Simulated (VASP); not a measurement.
**Mo: single point with PBE**

Mo:

```
Mo
1.0
    -1.57342    1.57342    1.57342
     1.57342   -1.57342    1.57342
     1.57342    1.57342   -1.57342
Mo
1
Direct
  0.00000 0.00000 0.00000
```

| Item | Value |
| --- | --- |
| Program | VASP 6.6.1 |
| Task | single point |
| Functional | PBE |
| Potentials or basis | VASP PAW PBE potentials, release 64 (Mo_sv) |
| Cutoff | 520 eV |
| k mesh | 18 × 18 × 18 |
| Occupations | gaussian, width 0.05 eV |
| Spin | no spin polarisation |
| Dipole correction | no |
| Further INCAR settings | ALGO = Normal; EDIFF = 1e-06; NBANDS = 13 |

```
Pressure               : 3.9 GPa
Band gap on the k mesh : zero (band 7 reaches 16.65 eV, above the bottom of band 8 at 11.28 eV)
```

Levels at points of the mesh, in eV from the Fermi level:
```
           k point  band 3  band 4  band 5  band 6  band 7  band 8  band 9  band 10  band 11  band 12
(0.00, 0.00, 0.00)  -34.55  -34.55   -7.26   -1.38   -1.38   -1.38    1.66     1.66    14.82    14.82
(0.50, 0.00, 0.00)  -35.00  -34.56   -5.36   -3.43    1.63    1.69    2.32     4.75    11.68    11.96
(0.50, 0.50, 0.50)  -35.53  -35.53   -5.48   -5.48    3.99    3.99    3.99     9.08     9.08     9.08
```

It took 14 s on 1 thread of Intel(R) Xeon(R) Platinum 8559C (Emerald Rapids), on a shared host, peak memory 0.15 GiB.
